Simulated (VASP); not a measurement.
# KF: single point with PBE

KF:

```xyz
2
Lattice="3.2805 0.0000 0.0000 0.0000 3.2805 0.0000 0.0000 0.0000 3.2805" Properties=species:S:1:pos:R:3 pbc="T T T"
K     0.0000    0.0000    0.0000
F     1.6403    1.6403    1.6403
```

```json
{
 "Program": "VASP 6.6.1",
 "Task": "single point",
 "Functional": "PBE",
 "Potentials or basis": "VASP PAW PBE potentials, release 64 (K_sv, F)",
 "Cutoff": "520 eV",
 "k mesh": "6 × 6 × 6",
 "Occupations": "fermi-dirac, width 0.1 eV",
 "Spin": "non-collinear spin, typed start",
 "Starting moments": "[[-0.036, 0.113, 0.308], [0.0, 0.0, 0.0]] μB"
}
```

```json
{"Pressure": "-0.6 GPa", "Band gap on the k mesh": "6.12 eV (least direct gap 6.18 eV)", "Net moment": "0.00 μB per cell", "Valence electrons inside the program's atomic spheres": "K 7.57; F 6.07"}
```

Levels at points of the mesh, in eV from the valence-band top:
```
           k point  band 12  band 13  band 14  band 15  band 16  band 17  band 18  band 19  band 20  band 21
(0.00, 0.00, 0.00)    -0.06    -0.06    -0.06    -0.06    -0.06     6.12     6.12     8.26     8.26     8.26
(0.50, 0.00, 0.00)    -1.19    -0.16    -0.16    -0.16    -0.16     9.22     9.22     9.24     9.24    10.68
(0.00, 0.50, 0.00)    -1.19    -0.16    -0.16    -0.16    -0.16     9.22     9.22     9.24     9.24    10.68
(0.00, 0.00, 0.50)    -1.19    -0.16    -0.16    -0.16    -0.16     9.22     9.22     9.24     9.24    10.68
(0.50, 0.50, 0.00)    -0.61    -0.61    -0.61     0.00     0.00     8.41     8.41     8.90     8.90    11.78
(0.00, 0.50, 0.50)    -0.61    -0.61    -0.61     0.00     0.00     8.41     8.41     8.90     8.90    11.78
(0.50, 0.00, 0.50)    -0.61    -0.61    -0.61     0.00     0.00     8.41     8.41     8.90     8.90    11.78
(0.50, 0.50, 0.50)    -1.00    -1.00    -1.00    -1.00    -1.00    10.33    10.33    10.33    10.33    10.33
```

Moments on the atoms (μB; x, y, z):
```
K   0.00 0.00 0.00
F   0.00 0.00 0.00
```

Run time: 5.4 min on 1 thread of Intel Xeon 8259CL, on a shared host, peak memory 0.27 GiB.

A k mesh can miss the band edges.
